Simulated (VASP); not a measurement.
# Sc3Ta (P6/mmm) in VASP: a series of runs

The runs below take Sc3Ta through single point, relaxation of cell and atoms, with PBE.

All numbers are computed with VASP 6.6.1; they aren't measurements. Logs are shortened: lines on timing, memory, paths and dates and some standing lists are left out, and cuts for length are marked.

**1. The cell of the first run**

The structure is hexagonal, space group P6/mmm (No. 191). Conventional cell: a = 4.226 Å, b = 4.226 Å, c = 4.845 Å, α = 90.00°, β = 90.00°, γ = 120.00°. Sc (site symmetry 6/mmm) has 2 Ta at 2.42 Å within 3.2 Å. Sc (site symmetry -6m2) has 3 Ta at 2.44 Å and 3 Sc at 2.44 Å within 3.2 Å. Within 3.2 Å of Ta (site symmetry 6/mmm) lie 8 Sc at 2.42 to 2.44 Å.

The cell was generated, and may not be a known phase.

**2. Single point, PBE**

The input, INCAR:

```
  ALGO = Normal
  EDIFF = 1E-7
  ENCUT = 520
  GGA = PE
  ISIF = 2
  ISMEAR = 0
  LASPH = T
  LCHARG = T
  LELF = T
  LREAL = F
  LVHAR = T
  LWAVE = F
  NBANDS = 30
  NELM = 80
  PREC = Accurate
  SIGMA = 0.1
```

The input, KPOINTS:

```
k-points
0
Gamma
  6 6 4
```

The input, POSCAR:

```
Sc3Ta
1.0
    4.2255655200      0.0000000000      0.0000000000
   -2.1127827600      3.6594470900      0.0000000000
    0.0000000000      0.0000000000      4.8453263900
Sc Ta
3 1
Direct
    0.0000000000      0.0000000000      0.0000000000
    0.3333333300      0.6666666700      0.5000000000
    0.6666666700      0.3333333300      0.5000000000
    0.0000000000      0.0000000000      0.5000000000
```

Potentials or basis: VASP PAW PBE potentials, release 64 (Sc_sv, Ta_pv).

Started as:

```
$ cat potpaw_PBE.64/Sc_sv/POTCAR potpaw_PBE.64/Ta_pv/POTCAR > POTCAR
$ mpirun -np 1 vasp_std > vasp.out
```

OUTCAR:

```text
EDIFF = 1E-7
   ENCUT = 520
   GGA = PE
   ISIF = 2
   ISMEAR = 0
   LASPH = T
   LREAL = F
   NELM = 80
   PREC = Accurate

 ion  position               nearest neighbor table
   1  0.000  0.000  0.000-   4 2.42   4 2.42
   2  0.333  0.667  0.500-   4 2.44   3 2.44   3 2.44   4 2.44   4 2.44   3 2.44
   3  0.667  0.333  0.500-   4 2.44   2 2.44   2 2.44   4 2.44   4 2.44   2 2.44
   4  0.000  0.000  0.500-   1 2.42   1 2.42   3 2.44   2 2.44   3 2.44   2 2.44   3 2.44   2 2.44

  LATTYP: Found a hexagonal cell.
 ALAT       =     4.2255655200
 C/A-ratio  =     1.1466693315

  Lattice vectors:

 A1 = (   4.2255655200,   0.0000000000,   0.0000000000)
 A2 = (  -2.1127827600,   3.6594470900,   0.0000000000)
 A3 = (   0.0000000000,   0.0000000000,   4.8453263900)

Analysis of symmetry for initial positions (statically):
=====================================================================
 Subroutine PRICEL returns:
 Original cell was already a primitive cell.

 Routine SETGRP: Setting up the symmetry group for a
 hexagonal supercell.

 Subroutine GETGRP returns: Found 24 space group operations
 (whereof 24 operations were pure point group operations)
 out of a pool of 24 trial point group operations.

The static configuration has the point symmetry D_6h.

Analysis of symmetry for dynamics (positions and initial velocities):
=====================================================================
 Subroutine PRICEL returns:
 Original cell was already a primitive cell.

 Routine SETGRP: Setting up the symmetry group for a
 hexagonal supercell.

 Subroutine GETGRP returns: Found 24 space group operations
 (whereof 24 operations were pure point group operations)
 out of a pool of 24 trial point group operations.

The dynamic configuration has the point symmetry D_6h.

 Subroutine INISYM returns: Found 24 space group operations
 (whereof 24 operations are pure point group operations),
 and found     1 'primitive' translations

----------------------------------------------------------------------------------------
[... 85 lines left out ...]
   ISTART =      0    job   : 0-new  1-cont  2-samecut
   ICHARG =      2    charge: 1-file 2-atom 10-const
   ISPIN  =      1    spin polarized calculation?
   LNONCOLLINEAR =      F non collinear calculations
   LSORBIT =      F    spin-orbit coupling
   LASPH  =      T    aspherical Exc in radial PAW
   ENCUT  =  520.0 eV  38.22 Ry    6.18 a.u.   7.86  7.86  9.01*2*pi/ulx,y,z
   NELM   =     80;   NELMIN=  2; NELMDL= -5     # of ELM steps
   EDIFF  = 0.1E-06   stopping-criterion for ELM
   LREAL  =      F    real-space projection
   EDIFFG = 0.1E-05   stopping-criterion for IOM
   NSW    =      0    number of steps for IOM
   IBRION =     -1    ionic relax: 0-MD 1-quasi-New 2-CG
   NFREE  =      0    steps in history (QN), initial steepest desc. (CG)
   ISIF   =      2    stress and relaxation
   ISYM   =      2    0-nonsym 1-usesym 2-fastsym
   POTIM  = 0.5000    time-step for ionic-motion
   TEBEG  =    0.0;   TEEND  =   0.0 temperature during run
   PSTRESS=    0.0 pullay stress
   NELECT =      44.0000    total number of electrons
   NUPDOWN=      -1.0000    fix difference up-down
   EMIN   =  10.00;   EMAX   =-10.00  energy-range for DOS
   EFERMI =   0.00;   METHOD = LEGACY
   ISMEAR =     0;   SIGMA  =   0.10  broadening in eV -4-tet -1-fermi 0-gaus
   EFERMI_NEDOS =   21; number of points for ismear=-14 and -15
   IALGO  =     38    algorithm
   IMIX   =      4    mixing-type and parameters
     AMIX     =   0.40;   BMIX     =  1.00
     AMIX_MAG =   1.60;   BMIX_MAG =  1.00
  volume/ion in A,a.u.               =      18.73       126.40
  Fermi-wavevector in a.u.,A,eV,Ry     =   1.370938  2.590698 25.571770  1.879472
  Thomas-Fermi vector in A             =   2.496680
   LORBIT       =      0    0 simple, 1 ext, 2 COOP (PROOUT), +10 PAW based schemes
   GGA     = PE    functional components
   LHFCALC =     F    Hartree Fock is set to
   AEXX    =    0.0000 exact exchange contribution
   IVDW    =     0    specifies the selected vdW correction
   LEPSILON=     F    determine dielectric tensor
   LRPA    =     F    only Hartree local field effects (RPA)
 non-spin polarized calculation
 Gauss-broadening in eV      SIGMA  =   0.10
  energy-cutoff  :      520.00
  volume of cell :       74.92
 maximum number of plane-waves:      2034
 NGX is ok and might be reduce to    32
   NGX = 15   NGY = 15   NGZ = 19

 number of electron      44.0000004 magnetization

 Free energy of the ion-electron system (eV)
  ---------------------------------------------------
  ext. energy  EPLUGINS =         0.00000000
  ---------------------------------------------------
  free energy    TOTEN  =       -22.80151408 eV

  energy without entropy =      -22.78352665  energy(sigma->0) =      -22.79252037

 E-fermi :   4.8767     XC(G=0): -10.9892

 val. band max:        4.8231528549   @ k =   0.3333   0.1667   0.5000
 cond. band min:       4.8783820552   @ k =   0.5000   0.0000   0.2500
 fundamental gap:      0.0552292003
 Fermi energy:         4.8766926885

 k-point     1 :       0.0000    0.0000    0.0000
  band No.  band energies     occupation
      1     -43.9812      2.00000
      2     -43.4671      2.00000
      3     -42.7456      2.00000
      4     -28.4652      2.00000
      5     -28.4652      2.00000
      6     -28.3638      2.00000
[... 682 lines left out ...]
     29       8.7186      0.00000
     30       8.8423      0.00000

------------------------ aborting loop because EDIFF is reached ----------------------------------------

  FORCE on cell =-STRESS in cart. coord.  units (eV):
  Direction    XX          YY          ZZ          XY          YZ          ZX
  --------------------------------------------------------------------------------------
  -------------------------------------------------------------------------------------
  Total       25.5266515     25.5266516     12.1104293      0.0000000     -0.0000000      0.0000000
  in kB      545.8597632    545.8597645    258.9683992      0.0000000     -0.0000000      0.0000000
  external PRESSURE =     450.2293090 kB  Pullay stress =       0.0000000 kB

 VOLUME and BASIS-vectors are now :
 -----------------------------------------------------------------------------
  energy-cutoff  :      520.00
  volume of cell :       74.92
      direct lattice vectors                 reciprocal lattice vectors
     4.225565520  0.000000000  0.000000000     0.236654714  0.136632663  0.000000000
    -2.112782760  3.659447090  0.000000000     0.000000000  0.273265325  0.000000000
     0.000000000  0.000000000  4.845326390     0.000000000  0.000000000  0.206384445

 POSITION                                       TOTAL-FORCE (eV/Angst)
 -----------------------------------------------------------------------------------
      0.00000      0.00000      0.00000        -0.000000      0.000000      0.000000
     -0.00000      2.43963      2.42266         0.000000     -0.000000      0.000000
      2.11278      1.21982      2.42266        -0.000000      0.000000      0.000000
      0.00000      0.00000      2.42266         0.000000      0.000000      0.000000
 -----------------------------------------------------------------------------------
    total drift:                               -0.000000      0.000000     -0.000000

  FREE ENERGIE OF THE ION-ELECTRON SYSTEM (eV)
  ---------------------------------------------------
  free  energy   TOTEN  =       -22.8015140835 eV

  energy  without entropy=      -22.7835266498  energy(sigma->0) =      -22.79252037
```

Wall time 88 s (1 thread of Oxide Virtual Turin-like, shared host); peak memory 0.17 GiB.

Results:

- Free energy: -22.8015 eV
- Pressure: 45.0 GPa
- Band gap on the k mesh: zero (bands 22 and 23 overlap by 0.97 eV)

Stress tensor (GPa, compression positive):
```
54.59  0.00  0.00
 0.00 54.59  0.00
 0.00  0.00 25.90
```

Caveat: the stress differs along the axes, from 26 to 55 GPa; spin-orbit coupling is left out, which moves the levels of the heavy elements.

**3. Single point, PBE**

This run uses another cell than the first one, of 28.57 Å³/atom.

The input, INCAR:

```
SYSTEM = Sc3Ta
ALGO = Fast
EDIFF = 1E-6
ENCUT = 520
GGA = PE
ISIF = 2
ISMEAR = 0
LASPH = .True.
LCHARG = .False.
LREAL = .False.
LWAVE = .False.
NBANDS = 30
NELM = 80
PREC = Accurate
SIGMA = 0.1
```

The input, KPOINTS:

```
k-points
0
Gamma
  6 6 4
  0 0 0
```

The input, POSCAR:

```
Sc3Ta
1.0
    5.0628479943      0.0000000000      0.0000000000
   -2.5314239972      4.3845549786      0.0000000000
    0.0000000000      0.0000000000      5.1481194320
Sc Ta
3 1
Direct
    0.0000000000      0.0000000000      0.0000000000
    0.3333333333      0.6666666667      0.5000000000
    0.6666666667      0.3333333333      0.5000000000
    0.0000000000      0.0000000000      0.5000000000
```

Potentials or basis: VASP PAW PBE potentials, release 64 (Sc_sv, Ta_pv).

Started as:

```
$ cat potpaw_PBE.64/Sc_sv/POTCAR potpaw_PBE.64/Ta_pv/POTCAR > POTCAR
$ mpirun -np 1 vasp_std > vasp.out
```

Run time: 4.2 min. Hardware: 1 thread of Oxide Virtual Turin-like, shared host; peak memory 0.24 GiB.

Results (log left out):

* Free energy: -27.3912 eV
* Pressure: 0.2 GPa
* Band gap on the k mesh: zero (bands 22 and 23 overlap by 0.38 eV)

Stress tensor (GPa, compression positive):
```
0.24 0.00 0.00
0.00 0.24 0.00
0.00 0.00 0.14
```

Levels at points of the mesh, in eV from the Fermi level:
```
           k point  band 18  band 19  band 20  band 21  band 22  band 23  band 24  band 25  band 26  band 27
(0.00, 0.00, 0.00)    -0.92    -0.92    -0.52    -0.21    -0.21     0.45     0.45     1.12     1.12     1.38
(0.50, 0.00, 0.00)    -1.88    -1.42    -1.32    -0.90    -0.14     0.45     0.58     0.73     0.85     1.54
(0.00, 0.00, 0.50)     0.03     0.03     0.05     0.05     0.20     0.20     0.36     0.36     0.55     1.83
(0.50, 0.00, 0.50)    -1.62    -1.32    -1.14    -0.95     0.00     0.40     0.98     1.25     1.40     1.50
```

Caveat: spin-orbit coupling is left out, which moves the levels of the heavy elements.

**4. Relaxation of cell and atoms, PBE**

The input, INCAR:

```
PREC = Accurate
ENCUT = 600
EDIFF = 1E-7
ISMEAR = 0
SIGMA = 0.1
LREAL = False
LASPH = True
NELM = 100
ALGO = Fast
ISIF = 3
LWAVE = False
LCHARG = False
GGA = PE
IBRION = 2
NSW = 90
EDIFFG = -0.04
```

The input, KPOINTS:

```
Automatic mesh
0
Gamma
  6 6 4
```

The input, POSCAR:

```
Sc3Ta
1.0
    4.2255655200      0.0000000000      0.0000000000
   -2.1127827600      3.6594470900      0.0000000000
    0.0000000000      0.0000000000      4.8453263900
Sc Ta
3 1
Direct
    0.0000000000      0.0000000000      0.0000000000
    0.3333333300      0.6666666700      0.5000000000
    0.6666666700      0.3333333300      0.5000000000
    0.0000000000      0.0000000000      0.5000000000
```

Started as:

```
$ cat potpaw_PBE.64/Sc_sv/POTCAR potpaw_PBE.64/Ta_pv/POTCAR > POTCAR
$ mpirun -np 1 vasp_std > vasp.out
```

Run time: 43 min. Hardware: 1 thread of Oxide Virtual Turin-like, shared host; peak memory 0.22 GiB.

The run converged. Its results:

- Free energy: -27.3782 eV
- Relaxed volume: 28.79 Å³/atom
- Relaxed cell: a = 5.077 Å, b = 5.077 Å, c = 5.160 Å, α = 90.00°, β = 90.00°, γ = 120.00°
- Space group after relaxing (to 0.1 Å): P6/mmm (No. 191)
- Pressure after relaxing: -0.2 GPa
- Band gap on the k mesh: zero (bands 22 and 23 overlap by 0.37 eV)

Final structure:
```
CELL_PARAMETERS angstrom
5.07660 0.00000 0.00000
-2.53830 4.39646 0.00000
0.00000 0.00000 5.16036
ATOMIC_POSITIONS crystal
Sc 0.00000 0.00000 0.00000
Sc 0.33333 0.66667 0.50000
Sc 0.66667 0.33333 0.50000
Ta 0.00000 0.00000 0.50000
```

Levels at points of the mesh, in eV from the Fermi level:
| k point | band 20 | band 21 | band 22 | band 23 | band 24 | band 25 |
| --- | --- | --- | --- | --- | --- | --- |
| (0.00, 0.00, 0.00) | -0.52 | -0.21 | -0.21 | 0.44 | 0.44 | 1.12 |
| (0.50, 0.00, 0.00) | -1.31 | -0.90 | -0.14 | 0.45 | 0.58 | 0.73 |
| (0.00, 0.00, 0.50) | 0.04 | 0.04 | 0.19 | 0.19 | 0.36 | 0.36 |
| (0.50, 0.00, 0.50) | -1.13 | -0.94 | 0.00 | 0.40 | 0.97 | 1.22 |

Caveat: the volume moved by over 15 % at a fixed basis, so the end points are rough; spin-orbit coupling is left out, which moves the levels of the heavy elements.

(Part 1 of 2 ends here.)

The gap in the log of VASP goes by the Fermi energy; the results here count the filled bands.